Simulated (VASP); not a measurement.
# SnCl4 in VASP: single point with PBE

Aim: the single point of SnCl4 with PBE.

Everything below comes from runs of VASP 6.6.1. Logs are shortened: lines on timing, memory, paths and dates and some standing lists are left out, and cuts for length are marked.

**1. The cell of the first run**

The cell holds a molecule in a box, 5 atoms: a = 14.000 Å, b = 14.500 Å, c = 15.000 Å, α = 90.00°, β = 90.00°, γ = 90.00°.

**2. Single point, PBE**

Contents of INCAR:

```
SYSTEM = SnCl4
PREC = Accurate
ENCUT = 520
EDIFF = 1E-6
ISMEAR = 0
SIGMA = 0.005
LREAL = .FALSE.
LASPH = .TRUE.
NELM = 100
ALGO = Normal
ISIF = 2
LWAVE = .FALSE.
LCHARG = .TRUE.
GGA = PE
LELF = .TRUE.
LVHAR = .TRUE.
NBANDS = 29
ISYM = 0
```

Contents of KPOINTS:

```
Automatic mesh
0
G
  1 1 1
  0 0 0
```

Contents of POSCAR:

```
SnCl4
1.0
   14.0000000000      0.0000000000      0.0000000000
    0.0000000000     14.5000000000      0.0000000000
    0.0000000000      0.0000000000     15.0000000000
Sn Cl
1 4
Direct
    0.4997774617      0.4998465779      0.4998667079
    0.5950352187      0.5928376238      0.5887975201
    0.5956445100      0.4071657054      0.4112194921
    0.4041237694      0.5914895963      0.4099978546
    0.4041107650      0.4078454933      0.5893710158
```

Potentials or basis: VASP PAW PBE potentials, release 64 (Sn_d, Cl).

Started as:

```console
> cat potpaw_PBE.64/Sn_d/POTCAR potpaw_PBE.64/Cl/POTCAR > POTCAR
> mpirun -np 1 vasp_gam > vasp.out
```

OUTCAR:

```text
SYSTEM = SnCl4
   PREC = Accurate
   ENCUT = 520
   EDIFF = 1E-6
   ISMEAR = 0
   LREAL = .FALSE.
   LASPH = .TRUE.
   NELM = 100
   ISIF = 2
   GGA = PE
   ISYM = 0

 ion  position               nearest neighbor table
   1  0.500  0.500  0.500-   3 2.32   5 2.32   2 2.32   4 2.32
   2  0.595  0.593  0.589-   1 2.32
   3  0.596  0.407  0.411-   1 2.32
   4  0.404  0.591  0.410-   1 2.32
   5  0.404  0.408  0.589-   1 2.32

IMPORTANT INFORMATION: All symmetrisations will be switched off!
NOSYMM: (Re-)initialisation of all symmetry stuff for point group C_1.

----------------------------------------------------------------------------------------

                                     Primitive cell

  volume of cell :    3045.0000

  direct lattice vectors                    reciprocal lattice vectors
    14.000000000  0.000000000  0.000000000     0.071428571  0.000000000  0.000000000
     0.000000000 14.500000000  0.000000000     0.000000000  0.068965517  0.000000000
     0.000000000  0.000000000 15.000000000     0.000000000  0.000000000  0.066666667

  length of vectors
    14.000000000 14.500000000 15.000000000     0.071428571  0.068965517  0.066666667

  position of ions in fractional coordinates (direct lattice)
     0.499777462  0.499846578  0.499866708
     0.595035219  0.592837624  0.588797520
     0.595644510  0.407165705  0.411219492
     0.404123769  0.591489596  0.409997855
     0.404110765  0.407845493  0.589371016

  ion indices of the primitive-cell ions
   primitive index   ion index
                 1           1
                 2           2
                 3           3
                 4           4
                 5           5

----------------------------------------------------------------------------------------

 KPOINTS: Automatic mesh

Automatic generation of k-mesh.
 Grid dimensions read from file:
 generate k-points for:    1    1    1

 Generating k-lattice:

  Cartesian coordinates                     Fractional coordinates (reciprocal lattice)
     0.071428571  0.000000000  0.000000000     1.000000000  0.000000000  0.000000000
     0.000000000  0.068965517  0.000000000     0.000000000  1.000000000  0.000000000
     0.000000000  0.000000000  0.066666667     0.000000000  0.000000000  1.000000000

  Length of vectors
     0.071428571  0.068965517  0.066666667

  Shift w.r.t. Gamma in fractional coordinates (k-lattice)
     0.000000000  0.000000000  0.000000000

 Subroutine IBZKPT returns following result:
 ===========================================

 Found      1 irreducible k-points:

 Following reciprocal coordinates:
            Coordinates               Weight
  0.000000  0.000000  0.000000      1.000000
   k-points           NKPTS =      1   k-points in BZ     NKDIM =      1   number of bands    NBANDS=     29
   number of dos      NEDOS =    301   number of ions     NIONS =      5
   total plane-waves  NPLWV = ******
   dimension x,y,z NGX =   108 NGY =  108 NGZ =  112
   dimension x,y,z NGXF=   216 NGYF=  216 NGZF=  224
   ions per type =               1   4
   NGX,Y,Z   is equivalent  to a cutoff of  12.82, 12.38, 12.41 a.u.
   NGXF,Y,Z  is equivalent  to a cutoff of  25.65, 24.76, 24.83 a.u.
 SYSTEM =  SnCl4
   PREC   = accura    normal or accurate (medium, high low for compatibility)
   ISTART =      0    job   : 0-new  1-cont  2-samecut
   ICHARG =      2    charge: 1-file 2-atom 10-const
   ISPIN  =      1    spin polarized calculation?
   LNONCOLLINEAR =      F non collinear calculations
   LSORBIT =      F    spin-orbit coupling
   LASPH  =      T    aspherical Exc in radial PAW
   ENCUT  =  520.0 eV  38.22 Ry    6.18 a.u.  26.03 26.96 27.89*2*pi/ulx,y,z
   NELM   =    100;   NELMIN=  2; NELMDL= -5     # of ELM steps
   EDIFF  = 0.1E-05   stopping-criterion for ELM
   LREAL  =      F    real-space projection
   EDIFFG = 0.1E-04   stopping-criterion for IOM
   NSW    =      0    number of steps for IOM
   IBRION =     -1    ionic relax: 0-MD 1-quasi-New 2-CG
   NFREE  =      0    steps in history (QN), initial steepest desc. (CG)
   ISIF   =      2    stress and relaxation
   ISYM   =      0    0-nonsym 1-usesym 2-fastsym
   POTIM  = 0.5000    time-step for ionic-motion
   TEBEG  =    0.0;   TEEND  =   0.0 temperature during run
   PSTRESS=    0.0 pullay stress
   NELECT =      42.0000    total number of electrons
   NUPDOWN=      -1.0000    fix difference up-down
   EMIN   =  10.00;   EMAX   =-10.00  energy-range for DOS
   EFERMI =   0.00;   METHOD = LEGACY
   ISMEAR =     0;   SIGMA  =   0.01  broadening in eV -4-tet -1-fermi 0-gaus
   EFERMI_NEDOS =   21; number of points for ismear=-14 and -15
   IALGO  =     38    algorithm
   IMIX   =      4    mixing-type and parameters
     AMIX     =   0.40;   BMIX     =  1.00
     AMIX_MAG =   1.60;   BMIX_MAG =  1.00
  volume/ion in A,a.u.               =     609.00      4109.73
  Fermi-wavevector in a.u.,A,eV,Ry     =   0.392611  0.741927  2.097245  0.154143
  Thomas-Fermi vector in A             =   1.336088
   LORBIT       =      0    0 simple, 1 ext, 2 COOP (PROOUT), +10 PAW based schemes
   GGA     = PE    functional components
   LHFCALC =     F    Hartree Fock is set to
   AEXX    =    0.0000 exact exchange contribution
   IVDW    =     0    specifies the selected vdW correction
   LEPSILON=     F    determine dielectric tensor
   LRPA    =     F    only Hartree local field effects (RPA)
 non-spin polarized calculation
 Gauss-broadening in eV      SIGMA  =   0.01
  energy-cutoff  :      520.00
  volume of cell :     3045.00
 maximum number of plane-waves:     40942
 NGX is ok and might be reduce to   108
   NGX = 53   NGY = 53   NGZ = 55

 number of electron      42.0000009 magnetization

 Free energy of the ion-electron system (eV)
  ---------------------------------------------------
  ext. energy  EPLUGINS =         0.00000000
  ---------------------------------------------------
  free energy    TOTEN  =       -15.83530706 eV

  energy without entropy =      -15.83530706  energy(sigma->0) =      -15.83530706

 E-fermi :  -7.9254     XC(G=0):  -0.6966

 val. band max:       -7.9599293896   @ k =   0.0000   0.0000   0.0000
 cond. band min:      -3.9993415178   @ k =   0.0000   0.0000   0.0000
 fundamental gap:      3.9605878718
 Fermi energy:        -7.9254146904

 k-point     1 :       0.0000    0.0000    0.0000
  band No.  band energies     occupation
      1     -27.9419      2.00000
      2     -27.9418      2.00000
      3     -27.9416      2.00000
      4     -27.7895      2.00000
      5     -27.7895      2.00000
      6     -21.1790      2.00000
[... 21 lines left out ...]
     28       0.6247      0.00000
     29       0.6599      0.00000

------------------------ aborting loop because EDIFF is reached ----------------------------------------

  FORCE on cell =-STRESS in cart. coord.  units (eV):
  Direction    XX          YY          ZZ          XY          YZ          ZX
  --------------------------------------------------------------------------------------
  -------------------------------------------------------------------------------------
  Total       -0.1495168     -0.1504416     -0.1489979     -0.0019987     -0.0017938     -0.0032944
  in kB       -0.0786707     -0.0791574     -0.0783977     -0.0010516     -0.0009438     -0.0017334
  external PRESSURE =      -0.0787419 kB  Pullay stress =       0.0000000 kB

 VOLUME and BASIS-vectors are now :
 -----------------------------------------------------------------------------
  energy-cutoff  :      520.00
  volume of cell :     3045.00
      direct lattice vectors                 reciprocal lattice vectors
    14.000000000  0.000000000  0.000000000     0.071428571  0.000000000  0.000000000
     0.000000000 14.500000000  0.000000000     0.000000000  0.068965517  0.000000000
     0.000000000  0.000000000 15.000000000     0.000000000  0.000000000  0.066666667

 POSITION                                       TOTAL-FORCE (eV/Angst)
 -----------------------------------------------------------------------------------
      6.99688      7.24778      7.49800        -0.003221      0.001163     -0.000445
      8.33049      8.59615      8.83196        -0.017654     -0.018861     -0.018274
      8.33902      5.90390      6.16829        -0.015864      0.017442      0.017215
      5.65773      8.57660      6.14997         0.018578     -0.017085      0.017996
      5.65755      5.91376      8.84057         0.018161      0.017340     -0.016493
 -----------------------------------------------------------------------------------
    total drift:                                0.000063      0.000377      0.000245

  FREE ENERGIE OF THE ION-ELECTRON SYSTEM (eV)
  ---------------------------------------------------
  free  energy   TOTEN  =       -15.8353070647 eV

  energy  without entropy=      -15.8353070647  energy(sigma->0) =      -15.83530706
```

Run time: 4.6 min. Hardware: 1 thread of AMD EPYC 7R43 (Zen 3), shared host; peak memory 1.7 GiB.

Results:

```yaml
Free_energy: -15.8353 eV
Largest_force: 0.032 eV/Å
Gap_between_the_frontier_levels: 3.96 eV
```

Forces in eV/Å, atoms in the order of the input:
```
Sn  -0.003  0.001  0.000
Cl  -0.018 -0.019 -0.018
Cl  -0.016  0.017  0.017
Cl   0.019 -0.017  0.018
Cl   0.018  0.017 -0.016
```

Caveat: spin-orbit coupling is left out, which moves the levels of the heavy elements.
